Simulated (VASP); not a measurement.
A run of VASP 6.6.1 is set up as follows.

INCAR

```
ALGO = Normal
DIPOL = 0.5 0.5 0.500
EDIFF = 1E-6
ENCUT = 520
GGA = PE
IDIPOL = 3
ISIF = 2
ISMEAR = 0
KPAR = 4
LASPH = True
LCHARG = False
LDIPOL = True
LREAL = False
LWAVE = False
NBANDS = 64
NELM = 100
PREC = Accurate
SIGMA = 0.05
```

File KPOINTS:

```
k-points
0
Gamma
  9 9 1
```

Contents of POSCAR:

```
Te2Mo
1.0
    3.5603917375      0.0000000000      0.0000000000
   -1.7801958688      3.0833896921      0.0000000000
    0.0000000000      0.0000000000     63.6839284442
Te Mo
8 4
Direct
    0.3333333333      0.6666666667      0.1413229400
    0.3333333333      0.6666666667      0.1975298900
    0.6666666667      0.3333333333      0.4128700400
    0.6666666667      0.3333333333      0.4690770000
    0.3333333333      0.6666666667      0.5309971232
    0.3333333333      0.6666666667      0.5877562136
    0.6666666667      0.3333333333      0.8021933611
    0.6666666667      0.3333333333      0.8589430003
    0.6666666667      0.3333333333      0.1694405100
    0.3333333333      0.6666666667      0.4409594300
    0.6666666667      0.3333333333      0.5593868548
    0.3333333333      0.6666666667      0.8305690675
```

Potentials or basis: VASP PAW PBE potentials, release 64 (Te, Mo_sv).

Launch:

```bash
$ cat potpaw_PBE.64/Te/POTCAR potpaw_PBE.64/Mo_sv/POTCAR > POTCAR
$ mpirun -np 4 vasp_std > vasp.out
```

**Question.** Estimate the largest force.

**Answer.** 0.244 eV/Å.

**Question.** Predict the band gap on the k mesh.

**Answer.** 1.00 eV.

Forces in eV/Å, atoms in the order of the input:
```
Te   0.000  0.000 -0.225
Te   0.000  0.000  0.244
Te   0.000  0.000 -0.242
Te   0.000  0.000  0.232
Te   0.000  0.000  0.003
Te   0.000  0.000  0.000
Te   0.000  0.000  0.002
Te   0.000  0.000  0.000
Mo   0.000  0.000 -0.019
Mo   0.000  0.000  0.004
Mo   0.000  0.000  0.002
Mo   0.000  0.000 -0.001
```

Caveat: spin-orbit coupling is left out, which moves the levels of the heavy elements.
